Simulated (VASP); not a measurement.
A run of VASP 6.6.1:

The input INCAR:

```
SYSTEM = AlIn2B2As
PREC = Accurate
ENCUT = 600
EDIFF = 1E-6
ISMEAR = 0
SIGMA = 0.1
LREAL = .FALSE.
LASPH = .TRUE.
NELM = 80
ALGO = Normal
ISIF = 3
LWAVE = .FALSE.
LCHARG = .FALSE.
GGA = PE
IBRION = 2
NSW = 100
EDIFFG = -0.01
```

Contents of KPOINTS:

```
regular mesh
0
G
  8 6 6
  0 0 0
```

Contents of POSCAR:

```
AlIn2B2As
1.0
    4.2451916626      0.0000000000      0.0000000000
    1.9350913837      5.1755466687      0.0000000000
    2.0715944088     -0.4060579769      5.2787021369
Al In B As
1 2 2 1
Direct
    0.8738665663      0.9447817448      0.8373214845
    0.9441203357      0.1921218596      0.3770253892
    0.4936535826      0.5654524390      0.0032484792
    0.4161540649      0.2453012870      0.7885508107
    0.2581223029      0.0217996804      0.9631682018
    0.1986220376      0.5106219992      0.5506066247
```

Potentials or basis: VASP PAW PBE potentials, release 64 (Al, In_d, B, As).

The run is started by

```bash
$ cat potpaw_PBE.64/Al/POTCAR potpaw_PBE.64/In_d/POTCAR potpaw_PBE.64/B/POTCAR potpaw_PBE.64/As/POTCAR > POTCAR
$ mpirun -np 1 vasp_std > vasp.out
```

Hardware: 1 thread of Intel(R) Xeon(R) 6975P-C (Granite Rapids) (shared host).

Q: How long does it take, and how much memory?

A: Run time: 27 min on 1 thread of Intel(R) Xeon(R) 6975P-C (Granite Rapids), with other jobs on the host, peak memory 0.69 GiB. Counts: scf iterations 75, k points 148, ion steps 12.
